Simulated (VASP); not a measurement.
# AlN (P6_3mc) in VASP: a series of runs, part 2 of 3

VASP 6.6.1. Earlier steps stand in the parts before.

## (4) Vibrations by perturbation theory, LDA

This run uses another cell than the first one, of 10.21 Å³/atom.

Input file INCAR:

```
ALGO = Normal
EDIFF = 1E-8
ENCUT = 520
IBRION = 8
ISIF = 2
ISMEAR = 0
LASPH = T
LCHARG = F
LREAL = F
LWAVE = F
NELM = 60
NSW = 1
PREC = Accurate
SIGMA = 0.01
```

Input file KPOINTS:

```
k-points
0
Gamma
  8 8 4
```

Input file POSCAR:

```
AlN
1.0
    3.0887730628      0.0000000000      0.0000000000
   -1.5443865314      2.6749559389      0.0000000000
    0.0000000000      0.0000000000      4.9432521890
Al N
2 2
Direct
    0.3333333333      0.6666666667     -0.0009923830
    0.6666666667      0.3333333333      0.4990076170
    0.3333333333      0.6666666667      0.3809923830
    0.6666666667      0.3333333333      0.8809923830
```

Potentials or basis: VASP PAW LDA potentials, release 64 (Al, N).

The run is started by

```sh
> cat potpaw_LDA.64/Al/POTCAR potpaw_LDA.64/N/POTCAR > POTCAR
> mpirun -np 1 vasp_std > vasp.out
```

OUTCAR:

```text
EDIFF = 1E-8
   ENCUT = 520
   IBRION = 8
   ISIF = 2
   ISMEAR = 0
   LASPH = T
   LREAL = F
   NELM = 60
   NSW = 1
   PREC = Accurate

 ion  position               nearest neighbor table
   1  0.333  0.667  0.999-   4 1.88   4 1.88   4 1.88   3 1.89   2 3.05   2 3.05   2 3.05   2 3.05
                             2 3.05   2 3.05
   2  0.667  0.333  0.499-   3 1.88   3 1.88   3 1.88   4 1.89   1 3.05   1 3.05   1 3.05   1 3.05
                             1 3.05   1 3.05
   3  0.333  0.667  0.381-   2 1.88   2 1.88   2 1.88   1 1.89
   4  0.667  0.333  0.881-   1 1.88   1 1.88   1 1.88   2 1.89

  LATTYP: Found a hexagonal cell.
 ALAT       =     3.0887730628
 C/A-ratio  =     1.6003934535

  Lattice vectors:

[... 627 lines left out ...]
  1Z     0.000000   -0.000000  -21.940146    0.000000   -0.000000    8.634192    0.000000    0.000000    6.816089   -0.000000   -0.000000    6.489866
  2X     0.677630    0.000000    0.000000  -16.563861    0.000000    0.000000   14.405050   -0.000000    0.000000    1.481181   -0.000000    0.000000
  2Y    -0.000000    0.677630    0.000000    0.000000  -16.563861    0.000000    0.000000   14.405050    0.000000    0.000000    1.481181    0.000000
  2Z     0.000000    0.000000    8.634192    0.000000    0.000000  -21.940146    0.000000    0.000000    6.489866    0.000000   -0.000000    6.816089
  3X     1.479524    0.000000    0.000000   14.402377    0.000000    0.000000  -16.630949   -0.000000    0.000000    0.749048    0.000000   -0.000000
  3Y     0.000000    1.479524    0.000000    0.000000   14.402377    0.000000    0.000000  -16.630949    0.000000    0.000000    0.749048    0.000000
  3Z     0.000000   -0.000000    6.770306    0.000000    0.000000    6.524765    0.000000    0.000000  -20.546843    0.000000    0.000000    7.251772
  4X    14.402377   -0.000000    0.000000    1.479524    0.000000   -0.000000    0.749048    0.000000    0.000000  -16.630949   -0.000000    0.000000
  4Y    -0.000000   14.402377   -0.000000    0.000000    1.479524   -0.000000    0.000000    0.749048   -0.000000    0.000000  -16.630949    0.000000
  4Z     0.000000    0.000000    6.524765    0.000000    0.000000    6.770306    0.000000    0.000000    7.251772   -0.000000   -0.000000  -20.546843

 Eigenvectors and eigenvalues of the dynamical matrix
 ----------------------------------------------------

   1 f  =   22.029799 THz   138.417308 2PiTHz  734.834987 cm-1    91.107886 meV
             X         Y         Z           dx          dy          dz
     -0.000000  1.783304  4.938347    -0.000000    0.000000    0.012198
      1.544387  0.891652  2.466720    -0.000000    0.000000   -0.012198
     -0.000000  1.783304  1.883341     0.000000   -0.000000   -0.707002
      1.544387  0.891652  4.354968     0.000000   -0.000000    0.707002
[... 71 lines left out ...]
  12 f/i=    0.003644 THz     0.022897 2PiTHz    0.121558 cm-1     0.015071 meV
             X         Y         Z           dx          dy          dz
     -0.000000  1.783304  4.938347    -0.000000   -0.000000    0.573663
      1.544387  0.891652  2.466720    -0.000000   -0.000000    0.573663
     -0.000000  1.783304  1.883341    -0.000000   -0.000000    0.413414
      1.544387  0.891652  4.354968    -0.000000   -0.000000    0.413414

--------------------------------------------------------------------------------------------------------

 ELASTIC MODULI CONTR FROM IONIC RELAXATION (kBar)
 Direction    XX          YY          ZZ          XY          YZ          ZX
 --------------------------------------------------------------------------------
 XX        -790.2462    367.3380    468.1184      0.0000     -0.0000     -0.0000
 YY         367.3380   -790.2462    468.1184     -0.0000     -0.0000      0.0000
 ZZ         468.1184    468.1184  -1036.3232      0.0000     -0.0000     -0.0000
 XY           0.0000     -0.0000      0.0000   -578.7921      0.0000     -0.0000
 YZ           0.0000      0.0000     -0.0000      0.0000   -147.6796     -0.0000
 ZX          -0.0000      0.0000     -0.0000      0.0000     -0.0000   -157.2241
 --------------------------------------------------------------------------------
```

Wall time 69 s (1 thread of Intel Xeon 6975P-C (Granite Rapids), shared host); peak memory 0.28 GiB.

Results:

```
Highest phonon frequency at Γ, LO-TO splitting left out : 735 cm⁻¹
```

Phonon frequencies in cm⁻¹ (negative: imaginary):
| q point | frequencies |
| --- | --- |
| (0.000, 0.000, 0.000) | 0 0 0 239 239 555 626 674 674 685 685 735 |

## (5) Vibrations by perturbation theory, LDA

This run uses another cell than the first one, of 10.21 Å³/atom.

Input file INCAR:

```
SYSTEM = AlN
PREC = Accurate
ENCUT = 520
EDIFF = 1E-8
ISMEAR = 0
SIGMA = 0.01
LREAL = .FALSE.
LASPH = .TRUE.
NELM = 60
ALGO = Normal
ISIF = 2
LWAVE = .FALSE.
LCHARG = .FALSE.
GGA = CA
NBANDS = 16
IBRION = 8
NSW = 1
LEPSILON = .TRUE.
```

Input file KPOINTS:

```
regular mesh
0
G
  8 8 4
  0 0 0
```

POSCAR is that of step 4.

Potentials or basis: VASP PAW LDA potentials, release 64 (Al, N).

The run is started by

```sh
> cat potpaw_LDA.64/Al/POTCAR potpaw_LDA.64/N/POTCAR > POTCAR
> mpirun -np 1 vasp_std > vasp.out
```

OUTCAR:

```text
SYSTEM = AlN
   PREC = Accurate
   ENCUT = 520
   EDIFF = 1E-8
   ISMEAR = 0
   LREAL = .FALSE.
   LASPH = .TRUE.
   NELM = 60
   ISIF = 2
   GGA = CA
   IBRION = 8
   NSW = 1
   LEPSILON = .TRUE.

 ion  position               nearest neighbor table
   1  0.333  0.667  0.999-   4 1.88   4 1.88   4 1.88   3 1.89   2 3.05   2 3.05   2 3.05   2 3.05
                             2 3.05   2 3.05
   2  0.667  0.333  0.499-   3 1.88   3 1.88   3 1.88   4 1.89   1 3.05   1 3.05   1 3.05   1 3.05
                             1 3.05   1 3.05
   3  0.333  0.667  0.381-   2 1.88   2 1.88   2 1.88   1 1.89
   4  0.667  0.333  0.881-   1 1.88   1 1.88   1 1.88   2 1.89

  LATTYP: Found a hexagonal cell.
 ALAT       =     3.0887730628
 C/A-ratio  =     1.6003934535

  Lattice vectors:

 A1 = (   3.0887730628,   0.0000000000,   0.0000000000)
 A2 = (  -1.5443865314,   2.6749559389,   0.0000000000)
 A3 = (   0.0000000000,   0.0000000000,   4.9432521890)

Analysis of symmetry for initial positions (statically):
=====================================================================
 Subroutine PRICEL returns:
 Original cell was already a primitive cell.

 Routine SETGRP: Setting up the symmetry group for a
 hexagonal supercell.

 Subroutine GETGRP returns: Found 12 space group operations
 (whereof  6 operations were pure point group operations)
 out of a pool of 24 trial point group operations.

The static configuration has the point symmetry C_3v.
 The point group associated with its full space group is C_6v.

Analysis of symmetry for dynamics (positions and initial velocities):
=====================================================================
 Subroutine PRICEL returns:
 Original cell was already a primitive cell.

 Routine SETGRP: Setting up the symmetry group for a
 hexagonal supercell.

 Subroutine GETGRP returns: Found 12 space group operations
 (whereof  6 operations were pure point group operations)
 out of a pool of 24 trial point group operations.

The dynamic configuration has the point symmetry C_3v.
 The point group associated with its full space group is C_6v.

 Subroutine INISYM returns: Found 12 space group operations
 (whereof  6 operations are pure point group operations),
 and found     1 'primitive' translations

----------------------------------------------------------------------------------------
[... 699 lines left out ...]
 ------------------------------------------------------
           4.403047     0.000000    -0.000000
          -0.000000     4.403047     0.000000
           0.000000     0.000000     4.618405
 ------------------------------------------------------

 PIEZOELECTRIC TENSOR (including local field effects)  for field in x, y, z        (e  Angst)
          XX          YY          ZZ          XY          YZ          ZX
  --------------------------------------------------------------------------------
  x     0.00000    -0.00000     0.00000     0.00000     0.00000     0.85090
  y     0.00000    -0.00000    -0.00000     0.00000     0.85090     0.00000
  z     0.64907     0.64907    -0.95954     0.00000     0.00000     0.00000

 PIEZOELECTRIC TENSOR (including local field effects)  for field in x, y, z        (C/m^2)
          XX          YY          ZZ          XY          YZ          ZX
  --------------------------------------------------------------------------------
  x     0.00000    -0.00000     0.00000     0.00000     0.00000     0.33379
  y     0.00000    -0.00000    -0.00000     0.00000     0.33379     0.00000
  z     0.25462     0.25462    -0.37641     0.00000     0.00000     0.00000

 BORN EFFECTIVE CHARGES (including local field effects) (in |e|, cummulative output)
 ---------------------------------------------------------------------------------
 ion    1
    1     2.50980     0.00000    -0.00000
    2     0.00000     2.50980    -0.00000
    3    -0.00000     0.00000     2.67132
 ion    2
    1     2.50980     0.00000     0.00000
    2     0.00000     2.50980     0.00000
    3     0.00000    -0.00000     2.67132
 ion    3
    1    -2.50980     0.00000     0.00000
    2     0.00000    -2.50980     0.00000
    3     0.00000     0.00000    -2.67132
 ion    4
    1    -2.50980     0.00000     0.00000
    2     0.00000    -2.50980     0.00000
    3     0.00000    -0.00000    -2.67132

 INTERNAL STRAIN TENSOR FOR ION    4 for displacements in x,y,z  (eV/Angst):
          X           Y           Z          XY          YZ          ZX
  --------------------------------------------------------------------------------
  x     0.00000     0.00000     0.00000    11.25092     0.00000     5.70169
  y    11.25092   -11.25092     0.00000    -0.00000     5.72134     0.00000
  z     5.98198     5.98198   -13.24275     0.00000     0.00000     0.00000

 SECOND DERIVATIVES (NOT SYMMETRIZED)
 ------------------------------------
               1X          1Y          1Z          2X          2Y          2Z          3X          3Y          3Z          4X          4Y          4Z
  1X   -16.563883   -0.000000    0.000000    0.677619    0.000000    0.000000    1.481213    0.000000    0.000000   14.405051    0.000000   -0.000000
  1Y     0.000000  -16.563883    0.000000   -0.000000    0.677619    0.000000   -0.000000    1.481213    0.000000    0.000000   14.405051    0.000000
  1Z     0.000000    0.000000  -21.940995    0.000000    0.000000    8.635204    0.000000   -0.000000    6.817676    0.000000    0.000000    6.488115
  2X     0.677619    0.000000   -0.000000  -16.563883    0.000000   -0.000000   14.405051    0.000000    0.000000    1.481213    0.000000    0.000000
  2Y    -0.000000    0.677619   -0.000000    0.000000  -16.563883    0.000000    0.000000   14.405051    0.000000   -0.000000    1.481213    0.000000
  2Z     0.000000    0.000000    8.635204    0.000000   -0.000000  -21.940995    0.000000   -0.000000    6.488115    0.000000    0.000000    6.817676
  3X     1.479492    0.000000   -0.000000   14.402335    0.000000    0.000000  -16.630754    0.000000   -0.000000    0.748927   -0.000000   -0.000000
  3Y     0.000000    1.479492    0.000000    0.000000   14.402335    0.000000    0.000000  -16.630754    0.000000    0.000000    0.748927    0.000000
  3Z     0.000000   -0.000000    6.769493   -0.000000    0.000000    6.525488    0.000000    0.000000  -20.546282    0.000000   -0.000000    7.251301
  4X    14.402335    0.000000   -0.000000    1.479492    0.000000    0.000000    0.748927    0.000000    0.000000  -16.630754    0.000000    0.000000
  4Y     0.000000   14.402335   -0.000000    0.000000    1.479492   -0.000000    0.000000    0.748927    0.000000    0.000000  -16.630754   -0.000000
  4Z     0.000000    0.000000    6.525488    0.000000    0.000000    6.769493    0.000000    0.000000    7.251301    0.000000   -0.000000  -20.546282

 Eigenvectors and eigenvalues of the dynamical matrix
 ----------------------------------------------------

   1 f  =   22.029399 THz   138.414797 2PiTHz  734.821659 cm-1    91.106233 meV
             X         Y         Z           dx          dy          dz
     -0.000000  1.783304  4.938347    -0.000000   -0.000000    0.012238
      1.544387  0.891652  2.466720    -0.000000   -0.000000   -0.012238
     -0.000000  1.783304  1.883341     0.000000    0.000000   -0.707001
      1.544387  0.891652  4.354968     0.000000    0.000000    0.707001
[... 71 lines left out ...]
  12 f/i=    0.003619 THz     0.022740 2PiTHz    0.120723 cm-1     0.014968 meV
             X         Y         Z           dx          dy          dz
     -0.000000  1.783304  4.938347     0.000000   -0.000000   -0.573663
      1.544387  0.891652  2.466720     0.000000   -0.000000   -0.573663
     -0.000000  1.783304  1.883341     0.000000   -0.000000   -0.413413
      1.544387  0.891652  4.354968     0.000000   -0.000000   -0.413413

--------------------------------------------------------------------------------------------------------

 MACROSCOPIC STATIC DIELECTRIC TENSOR IONIC CONTRIBUTION
 ------------------------------------------------------
           3.513978    -0.000000     0.000000
          -0.000000     3.513978    -0.000000
           0.000000    -0.000000     4.754081
 ------------------------------------------------------

 ELASTIC MODULI CONTR FROM IONIC RELAXATION (kBar)
 Direction    XX          YY          ZZ          XY          YZ          ZX
 --------------------------------------------------------------------------------
 XX        -790.2597    367.3380    468.1292     -0.0000     -0.0000     -0.0000
 YY         367.3380   -790.2597    468.1292      0.0000      0.0000      0.0000
 ZZ         468.1292    468.1292  -1036.3379      0.0000     -0.0000      0.0000
 XY          -0.0000      0.0000      0.0000   -578.7988      0.0000     -0.0000
 YZ          -0.0000     -0.0000     -0.0000      0.0000   -147.7155      0.0000
 ZX          -0.0000      0.0000      0.0000      0.0000      0.0000   -157.2610
 --------------------------------------------------------------------------------

 PIEZOELECTRIC TENSOR IONIC CONTR  for field in x, y, z        (C/m^2)
          XX          YY          ZZ          XY          YZ          ZX
  --------------------------------------------------------------------------------
  x    -0.00000     0.00000     0.00000     0.00000     0.00000    -0.69949
  y    -0.00000     0.00000    -0.00000     0.00000    -0.67793     0.00000
  z    -0.94345    -0.94345     2.08860    -0.00000     0.00000    -0.00000
```

OSZICAR:

```text
N       E                     dE             d eps       ncg     rms          rms(c)
DAV:   1     0.370437277958E+02    0.37044E+02   -0.72433E+03   960   0.892E+02
DAV:   2    -0.349650106172E+02   -0.72009E+02   -0.66640E+02  1328   0.179E+02
DAV:   3    -0.379724131645E+02   -0.30074E+01   -0.29997E+01  1184   0.377E+01
DAV:   4    -0.379870930040E+02   -0.14680E-01   -0.14679E-01  1192   0.314E+00
[... 172 lines left out ...]
RMM:   8    -0.250689713747E+00    0.28072E-05    0.52063E-07  1966   0.488E-04    0.266E-04
RMM:   9    -0.250690500677E+00   -0.78693E-06   -0.14880E-07  2006   0.125E-04    0.203E-05
RMM:  10    -0.250690591087E+00   -0.90411E-07    0.12515E-08  2051   0.161E-05    0.115E-05
RMM:  11    -0.250690597905E+00   -0.68173E-08    0.14196E-08  2033   0.605E-06    0.233E-06
 Linear response finished
```

It took 2.4 min on 1 thread of Intel Xeon 6975P-C (Granite Rapids), shared host; peak memory 0.33 GiB.

What came out:

* Electronic dielectric tensor (diagonal): 4.40, 4.40, 4.62
* Born charges (mean of the diagonal): Al +2.56; N -2.56 e
* Highest phonon frequency at Γ, LO-TO splitting left out: 735 cm⁻¹

Phonon frequencies in cm⁻¹ (negative: imaginary):
```
              q point                                frequencies
(0.000, 0.000, 0.000)  0 0 0 239 239 555 626 674 674 685 685 735
```

Electronic dielectric tensor:
```
4.40 0.00 0.00
0.00 4.40 0.00
0.00 0.00 4.62
```

Born effective charge tensors (e):
atom 1, Al
```
2.51 0.00 0.00
0.00 2.51 0.00
0.00 0.00 2.67
```
atom 2, Al
```
2.51 0.00 0.00
0.00 2.51 0.00
0.00 0.00 2.67
```
atom 3, N
```
-2.51  0.00  0.00
 0.00 -2.51  0.00
 0.00  0.00 -2.67
```
atom 4, N
```
-2.51  0.00  0.00
 0.00 -2.51  0.00
 0.00  0.00 -2.67
```

[end of part 2 of 3]
